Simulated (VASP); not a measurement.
A run of VASP 6.6.1 is set up as follows.

INCAR

```
SYSTEM = Ca2Ta3O
ALGO = Normal
EDIFF = 1E-7
ENCUT = 520
GGA = PE
ISIF = 2
ISMEAR = 0
LASPH = .True.
LCHARG = .True.
LELF = .True.
LREAL = .False.
LVHAR = .True.
LWAVE = .False.
NBANDS = 38
NELM = 80
PREC = Accurate
SIGMA = 0.1
```

The input KPOINTS:

```
k-points
0
Gamma
  4 4 4
  0 0 0
```

Contents of POSCAR:

```
Ca2Ta3O
1.0
    4.2739483900      0.0000000000      0.0000000000
    0.0000000000      4.2739483900      0.0000000000
    0.0000000000      0.0000000000      6.1415678200
Ca Ta O
2 3 1
Direct
    0.5000000000      0.5000000000      0.6153960300
    0.0000000000      0.0000000000      0.6065423100
    0.0000000000      0.5000000000      0.5614809700
    0.5000000000      0.0000000000      0.5614809700
    0.0000000000      0.0000000000      0.0257520000
    0.0000000000      0.0000000000      0.2687059300
```

Potentials or basis: VASP PAW PBE potentials, release 64 (Ca_sv, Ta_pv, O).

The run is started by

```sh
$ cat potpaw_PBE.64/Ca_sv/POTCAR potpaw_PBE.64/Ta_pv/POTCAR potpaw_PBE.64/O/POTCAR > POTCAR
$ mpirun -np 1 vasp_std > vasp.out
```

Question: What does it give for the largest force?

Answer: 27.166 eV/Å.

Question: Predict the pressure.

Answer: 70.7 GPa.

Stress tensor (GPa, compression positive):
```
73.31  0.00  0.00
 0.00 73.31  0.00
 0.00  0.00 65.44
```

Caveat: the k points lie up to 0.37 Å⁻¹ apart; an odd number of electrons without spin polarisation forces a metal; a magnetic or distorted state may lie lower.
